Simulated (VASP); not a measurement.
Here is a VASP 6.6.1 calculation.

INCAR

```
SYSTEM = Al2Au
PREC = Accurate
ENCUT = 520
EDIFF = 1E-6
ISMEAR = -1
SIGMA = 0.05
LREAL = .False.
LASPH = .True.
NELM = 80
ALGO = Normal
ISIF = 2
LWAVE = .False.
LCHARG = .False.
GGA = PE
NBANDS = 16
```

Contents of KPOINTS:

```
Automatic mesh
0
Gamma
  8 8 8
  0 0 0
```

File POSCAR:

```
Al2Au
1.0
    0.0000000000      3.0394782115      3.0394782115
    3.0394782115      0.0000000000      3.0394782115
    3.0394782115      3.0394782115      0.0000000000
Au Al
1 2
Direct
    0.0000000000      0.0000000000      0.0000000000
    0.7500000000      0.7500000000      0.7500000000
    0.2500000000      0.2500000000      0.2500000000
```

Potentials or basis: VASP PAW PBE potentials, release 64 (Au, Al).

Command:

```bash
$ cat potpaw_PBE.64/Au/POTCAR potpaw_PBE.64/Al/POTCAR > POTCAR
$ mpirun -np 1 vasp_std > vasp.out
```

Question: Predict the pressure.

Answer: -1.2 GPa.
